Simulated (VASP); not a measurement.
Input of a VASP 6.6.1 run:

The input POSCAR:

```
TePb
1.0
    5.4983762723      0.0000000000      0.0000000000
   -2.7491881361      4.7617335314      0.0000000000
    0.0000000000      0.0000000000      6.5752494861
Pb Te
2 2
Direct
    0.3333333333      0.6666666667      0.2500000000
    0.6666666667      0.3333333333      0.7500000000
    0.6666666667      0.3333333333      0.2500000000
    0.3333333333      0.6666666667      0.7500000000
```

File INCAR.step1:

```
ALGO = Normal
EDIFF = 1E-5
ENCUT = 520
GGA = PE
ISIF = 2
ISMEAR = 0
LASPH = True
LREAL = False
LWAVE = True
NBANDS = 28
NELM = 60
PREC = Accurate
SIGMA = 0.5
```

Contents of INCAR.step2:

```
ALGO = Normal
EDIFF = 1E-7
ENCUT = 520
GGA = PE
HFSCREEN = 0.2079
ISIF = 2
ISMEAR = 0
ISTART = 1
LASPH = True
LCHARG = True
LELF = True
LHFCALC = True
LREAL = False
LVHAR = True
LWAVE = False
NBANDS = 28
NELM = 60
PREC = Accurate
PRECFOCK = Normal
SIGMA = 0.5
```

File KPOINTS:

```
k-points
0
Gamma
  3 3 2
```

Potentials or basis: VASP PAW PBE potentials, release 64 (Pb_d, Te).

The run is started by

```bash
$ cat potpaw_PBE.64/Pb_d/POTCAR potpaw_PBE.64/Te/POTCAR > POTCAR
$ cp INCAR.step1 INCAR
$ mpirun -np 1 vasp_std > vasp.out
$ cp INCAR.step2 INCAR
$ mpirun -np 1 vasp_std > vasp.out
```

Problem. What does it give for the pressure?

Solution. 0.2 GPa.

Problem. Estimate the band gap on the k mesh.

Solution. 1.54 eV.

Stress tensor (GPa, compression positive):
```
-1.06  0.00  0.00
 0.00 -1.06  0.00
 0.00  0.00  2.61
```

Caveat: the k points lie up to 0.48 Å⁻¹ apart; the PAW data sets were made with another functional, which shifts forces and pressure a little; spin-orbit coupling is left out, which moves the levels of the heavy elements; an odd mesh through Γ misses points on the zone boundary, where band edges can lie.
